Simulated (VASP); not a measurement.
Here is a VASP 6.6.1 calculation.

File INCAR:

```
PREC     = Accurate       # precision mode
ENCUT    = 520            # plane-wave cutoff, eV
EDIFF    = 1E-7           # SCF threshold, eV
ISMEAR   = 0              # smearing method
SIGMA    = 0.1            # smearing width, eV
LREAL    = False          # projectors in reciprocal space
LASPH    = True           # aspherical terms in the spheres
NELM     = 60             # most SCF steps
ALGO     = Normal         # electronic algorithm
ISIF     = 2              # what is computed and relaxed
LWAVE    = False          # write WAVECAR
LCHARG   = False          # write CHGCAR
LDIPOL   = True         
IDIPOL   = 3            
DIPOL    = 0.5 0.5 0.488
GGA      = PS             # functional
NBANDS   = 52             # bands
```

KPOINTS

```
Automatic mesh
0
Gamma
  12 12 1
```

Contents of POSCAR:

```
Ti4CN5O
1.0
    2.9726300482      0.0000000000      0.0000000000
   -1.4863150241      2.5743731378      0.0000000000
    0.0000000000      0.0000000000     29.8585690827
N Ti C O
5 4 1 1
Direct
    0.3333333333      0.6666666667      0.2846753968
    0.0000000000      0.0000000000      0.3659633602
    0.6666666667      0.3333333333      0.4474021854
    0.3333333333      0.6666666667      0.5291107051
    0.0000000000      0.0000000000      0.6117359139
    0.6666666667      0.3333333333      0.3253193784
    0.3333333333      0.6666666667      0.4066073418
    0.0000000000      0.0000000000      0.4891567537
    0.6666666667      0.3333333333      0.5662601687
    0.0000000000      0.0000000000      0.6529547667
    0.0000000000      0.0000000000      0.6920886063
```

Potentials or basis: VASP PAW PBE potentials, release 64 (N, Ti_sv, C, O).

Run with:

```console
$ cat potpaw_PBE.64/N/POTCAR potpaw_PBE.64/Ti_sv/POTCAR potpaw_PBE.64/C/POTCAR potpaw_PBE.64/O/POTCAR > POTCAR
$ mpirun -np 1 vasp_std > vasp.out
```

(1) Predict the band gap on the k mesh.

(2) What does it give for the largest force?

## Answers

(1) zero (an odd number of electrons rules out a gap without spin polarisation).

(2) 5.735 eV/Å.

Caveat: the PAW data sets were made with another functional, which shifts forces and pressure a little; an odd number of electrons without spin polarisation forces a metal; a magnetic or distorted state may lie lower.
